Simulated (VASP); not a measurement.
Wanted: the native input for a VASP 6.6.1 run.

| Quantity | Value |
| --- | --- |
| Task | single point |
| Functional | r2SCAN |
| Potentials or basis | VASP PAW PBE potentials, release 64 (Al, N) |
| Cutoff | 520 eV |
| k mesh | 15 × 15 × 15 |
| Occupations | fermi-dirac, width 0.05 eV |
| Spin | no spin polarisation |
| Dipole correction | no |
| Further INCAR settings | ALGO = Normal; EDIFF = 1e-07; NBANDS = 11 |

Crystal: AlN (rocksalt type).

```
Al N
1.0
     0.00000    1.65407    1.65407
     1.65407    0.00000    1.65407
     1.65407    1.65407    0.00000
Al N
1 1
Direct
  0.00000 0.00000 0.00000
  0.50000 0.50000 0.50000
```

This cell differs from its parent crystal: volume scaled by 0.55.

The input as run:

POSCAR

```
AlN
1.0
    0.0000000000      1.6540720505      1.6540720505
    1.6540720505      0.0000000000      1.6540720505
    1.6540720505      1.6540720505      0.0000000000
Al N
1 1
Direct
    0.0000000000      0.0000000000      0.0000000000
    0.5000000000      0.5000000000      0.5000000000
```

INCAR.step1

```
ALGO = Normal ; EDIFF = 1E-4
ENCUT = 520 ; GGA = PE
ISMEAR = -1 ; LASPH = T
LCHARG = F ; LREAL = F
LWAVE = T ; NBANDS = 11
NELM = 80 ; PREC = Accurate
SIGMA = 0.05
```

INCAR.step2

```
ALGO = Normal ; EDIFF = 1E-7
ENCUT = 520 ; ISIF = 2
ISMEAR = -1 ; ISTART = 1
LASPH = T ; LCHARG = F
LMIXTAU = T ; LREAL = F
LWAVE = F ; METAGGA = R2SCAN
NBANDS = 11 ; NELM = 80
PREC = Accurate ; SIGMA = 0.05
```

KPOINTS

```
k-points
0
Gamma
  15 15 15
```

Potentials or basis: VASP PAW PBE potentials, release 64 (Al, N).

Command:

```bash
$ cat potpaw_PBE.64/Al/POTCAR potpaw_PBE.64/N/POTCAR > POTCAR
$ cp INCAR.step1 INCAR
$ mpirun -np 1 vasp_std > vasp.out
$ cp INCAR.step2 INCAR
$ mpirun -np 1 vasp_std > vasp.out
```

Results of the run:

```json
{
 "Pressure": "523.2 GPa",
 "Band gap on the k mesh": "3.98 eV, indirect (least direct gap 8.74 eV)"
}
```

Caveat: the PAW data sets were made with another functional, which shifts forces and pressure a little.

Run time: 45 s on 1 thread of Intel(R) Xeon(R) Platinum 8488C (Sapphire Rapids), with other jobs on the host, peak memory 0.12 GiB.
